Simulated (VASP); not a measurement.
# S in VASP: single point with PBE

Aim: the single point of S with PBE.

All numbers are computed with VASP 6.6.1; they aren't measurements. Logs are shortened: lines on timing, memory, paths and dates and some standing lists are left out, and cuts for length are marked.

### 1 The cell of the first run

The cell holds a sublattice, 2 atoms: a = 3.811 Å, b = 3.811 Å, c = 6.234 Å, α = 90.00°, β = 90.00°, γ = 120.00°.

### 2 Single point, PBE, collinear spin

Input file INCAR:

```
ALGO     = Normal         # electronic algorithm
EDIFF    = 1E-6           # SCF threshold, eV
ENCUT    = 520            # plane-wave cutoff, eV
GGA      = PE             # functional
ISIF     = 2              # what is computed and relaxed
ISMEAR   = 0              # smearing method
ISPIN    = 2              # spin polarisation
LASPH    = True           # aspherical terms in the spheres
LCHARG   = False          # write CHGCAR
LORBIT   = 11             # projections on sites
LREAL    = False          # projectors in reciprocal space
LWAVE    = False          # write WAVECAR
MAGMOM   = 1 1            # initial moments
NBANDS   = 17             # bands
NELM     = 150            # most SCF steps
PREC     = Accurate       # precision mode
SIGMA    = 0.1            # smearing width, eV
```

Input file KPOINTS:

```
k-points
0
Gamma
  9 9 6
```

Input file POSCAR:

```
S
1.0
    3.8110000000      0.0000000000      0.0000000000
   -1.9055000000      3.3004228138      0.0000000000
    0.0000000000      0.0000000000      6.2340000000
S
2
Direct
    0.3333333333      0.6666666667      0.3850000000
    0.6666666667      0.3333333333      0.8850000000
```

Potentials or basis: VASP PAW PBE potentials, release 64 (S).

Started as:

```
$ cat potpaw_PBE.64/S/POTCAR > POTCAR
$ mpirun -np 1 vasp_std > vasp.out
```

OUTCAR:

```text
EDIFF = 1E-6
   ENCUT = 520
   GGA = PE
   ISIF = 2
   ISMEAR = 0
   ISPIN = 2
   LASPH = True
   LORBIT = 11
   LREAL = False
   NELM = 150
   PREC = Accurate

 ion  position               nearest neighbor table
   1  0.333  0.667  0.385-
   2  0.667  0.333  0.885-

  LATTYP: Found a hexagonal cell.
 ALAT       =     3.8110000000
 C/A-ratio  =     1.6357911309

  Lattice vectors:

 A1 = (   3.8110000000,   0.0000000000,   0.0000000000)
 A2 = (  -1.9055000000,   3.3004228138,   0.0000000000)
 A3 = (   0.0000000000,   0.0000000000,   6.2340000000)

Analysis of symmetry for initial positions (statically):
=====================================================================
 Subroutine PRICEL returns:
 Original cell was already a primitive cell.

 Routine SETGRP: Setting up the symmetry group for a
 hexagonal supercell.

 Subroutine GETGRP returns: Found 24 space group operations
 (whereof  6 operations were pure point group operations)
 out of a pool of 24 trial point group operations.

The static configuration has the point symmetry C_3v.
 The point group associated with its full space group is D_6h.

Analysis of symmetry for dynamics (positions and initial velocities):
=====================================================================
 Subroutine PRICEL returns:
 Original cell was already a primitive cell.

 Routine SETGRP: Setting up the symmetry group for a
 hexagonal supercell.

 Subroutine GETGRP returns: Found 24 space group operations
 (whereof  6 operations were pure point group operations)
 out of a pool of 24 trial point group operations.

The dynamic configuration has the point symmetry C_3v.
 The point group associated with its full space group is D_6h.

Analysis of structural, dynamic, and magnetic symmetry:
=====================================================================
 Subroutine PRICEL returns:
 Original cell was already a primitive cell.

 Routine SETGRP: Setting up the symmetry group for a
 hexagonal supercell.

 Subroutine GETGRP returns: Found 24 space group operations
 (whereof  6 operations were pure point group operations)
 out of a pool of 24 trial point group operations.

The overall configuration has the point symmetry C_3v.
 The point group associated with its full space group is D_6h.

 Subroutine INISYM returns: Found 24 space group operations
 (whereof  6 operations are pure point group operations),
 and found     1 'primitive' translations

----------------------------------------------------------------------------------------
[... 116 lines left out ...]
  Thomas-Fermi vector in A             =   1.995380
   LORBIT       =     11    0 simple, 1 ext, 2 COOP (PROOUT), +10 PAW based schemes
   GGA     = PE    functional components
   LHFCALC =     F    Hartree Fock is set to
   AEXX    =    0.0000 exact exchange contribution
   IVDW    =     0    specifies the selected vdW correction
   LEPSILON=     F    determine dielectric tensor
   LRPA    =     F    only Hartree local field effects (RPA)
 spin polarized calculation
 Gauss-broadening in eV      SIGMA  =   0.10
  energy-cutoff  :      520.00
  volume of cell :       78.41
 maximum number of plane-waves:      2133
   NGX = 15   NGY = 15   NGZ = 23

 number of electron      12.0000002 magnetization       3.9997074

 Free energy of the ion-electron system (eV)
  ---------------------------------------------------
  ext. energy  EPLUGINS =         0.00000000
  ---------------------------------------------------
  free energy    TOTEN  =        -3.36770258 eV

  energy without entropy =       -3.35964362  energy(sigma->0) =       -3.36367310

 E-fermi :  -1.2214     XC(G=0):  -7.0409

 val. band max:       -1.2495268153   @ k =   0.3333   0.2222   0.3333
 cond. band min:      -1.1884216077   @ k =   0.3333   0.3333   0.3333
 fundamental gap:      0.0611052076
 Fermi energy:        -1.2214311139

 spin component 1

 k-point     1 :       0.0000    0.0000    0.0000
  band No.  band energies     occupation
      1     -13.6036      1.00000
      2     -13.0438      1.00000
      3      -4.0853      1.00000
      4      -1.8900      1.00000
      5      -1.8900      1.00000
      6      -1.6247      1.00000
[... 459 lines left out ...]
      6      -2.7807      1.00000
[... 9 lines left out ...]
     16      12.1216      0.00000
     17      12.8994      0.00000

 [... further k-points ...]

 spin component 2

 k-point     1 :       0.0000    0.0000    0.0000
  band No.  band energies     occupation
      1     -11.6877      1.00000
      2     -11.0367      1.00000
      3      -2.5057      1.00000
      4       0.0724      0.00000
      5       0.0724      0.00000
      6       0.3799      0.00000
[... 459 lines left out ...]
      6      -0.9795      0.00031
[... 9 lines left out ...]
     16      13.5132      0.00000
     17      14.4179      0.00000

 [... further k-points ...]

------------------------ aborting loop because EDIFF is reached ----------------------------------------

  FORCE on cell =-STRESS in cart. coord.  units (eV):
  Direction    XX          YY          ZZ          XY          YZ          ZX
  --------------------------------------------------------------------------------------
  -------------------------------------------------------------------------------------
  Total       -1.7287495     -1.7287495     -1.6629235      0.0000000      0.0000000      0.0000000
  in kB      -35.3237921    -35.3237921    -33.9787596      0.0000000      0.0000000      0.0000000
  external PRESSURE =     -34.8754479 kB  Pullay stress =       0.0000000 kB

 VOLUME and BASIS-vectors are now :
 -----------------------------------------------------------------------------
  energy-cutoff  :      520.00
  volume of cell :       78.41
      direct lattice vectors                 reciprocal lattice vectors
     3.811000000  0.000000000  0.000000000     0.262398321  0.151495741  0.000000000
    -1.905500000  3.300422814  0.000000000     0.000000000  0.302991482  0.000000000
     0.000000000  0.000000000  6.234000000     0.000000000  0.000000000  0.160410651

 POSITION                                       TOTAL-FORCE (eV/Angst)
 -----------------------------------------------------------------------------------
     -0.00000      2.20028      2.40009         0.000000     -0.000000      0.000000
      1.90550      1.10014      5.51709        -0.000000      0.000000     -0.000000
 -----------------------------------------------------------------------------------
    total drift:                                0.000000     -0.000000     -0.000001

  FREE ENERGIE OF THE ION-ELECTRON SYSTEM (eV)
  ---------------------------------------------------
  free  energy   TOTEN  =        -3.3677025805 eV

  energy  without entropy=       -3.3596436237  energy(sigma->0) =       -3.36367310

 total charge

# of ion       s       p       d       tot
------------------------------------------
    1        1.408   2.057   0.000   3.465
    2        1.408   2.057   0.000   3.465
--------------------------------------------------
tot          2.815   4.115   0.000   6.930

 magnetization (x)

# of ion       s       p       d       tot
------------------------------------------
    1        0.032   1.197   0.000   1.229
    2        0.032   1.197   0.000   1.229
--------------------------------------------------
tot          0.064   2.394   0.000   2.458
```

OSZICAR:

```text
N       E                     dE             d eps       ncg     rms          rms(c)
DAV:   1     0.517557936246E+02    0.51756E+02   -0.42986E+03  3264   0.532E+02
DAV:   2     0.570402290135E+00   -0.51185E+02   -0.48820E+02  4694   0.106E+02
DAV:   3    -0.294741696528E+01   -0.35178E+01   -0.33965E+01  3983   0.289E+01
DAV:   4    -0.299019436331E+01   -0.42777E-01   -0.42752E-01  4333   0.378E+00
DAV:   5    -0.299098203918E+01   -0.78768E-03   -0.78764E-03  4237   0.533E-01    0.257E+00
DAV:   6    -0.322858257295E+01   -0.23760E+00   -0.17445E-01  3779   0.266E+00    0.209E+00
DAV:   7    -0.335623789321E+01   -0.12766E+00   -0.33495E-02  3797   0.993E-01    0.961E-01
DAV:   8    -0.336548409732E+01   -0.92462E-02   -0.13814E-02  3537   0.621E-01    0.625E-01
DAV:   9    -0.336729936394E+01   -0.18153E-02   -0.10493E-03  3968   0.185E-01    0.267E-01
DAV:  10    -0.336733381403E+01   -0.34450E-04   -0.27669E-04  4000   0.953E-02    0.112E-01
DAV:  11    -0.336770329488E+01   -0.36948E-03   -0.68152E-05  3718   0.540E-02    0.198E-02
DAV:  12    -0.336769846575E+01    0.48291E-05   -0.11787E-05  4019   0.219E-02    0.155E-02
DAV:  13    -0.336770185136E+01   -0.33856E-05   -0.70351E-07  3398   0.556E-03    0.410E-03
DAV:  14    -0.336770258054E+01   -0.72918E-06   -0.76333E-07  2829   0.527E-03
   1 F= -.33677026E+01 E0= -.33636731E+01  d E =-.805896E-02  mag=     3.9997
```

Run time: 2.3 min. Hardware: 1 thread of Intel Xeon 8259CL, shared host; peak memory 0.25 GiB.

Results:

* Free energy: -3.3677 eV
* Pressure: -3.5 GPa
* Band gap on the k mesh: zero (filled and empty bands overlap)
* Net moment: 4.00 μB per cell
* Site moments: S +1.23 μB
* Valence electrons inside the program's atomic spheres: S 3.46

Stress tensor (GPa, compression positive):
```
-3.53  0.00  0.00
 0.00 -3.53  0.00
 0.00  0.00 -3.40
```
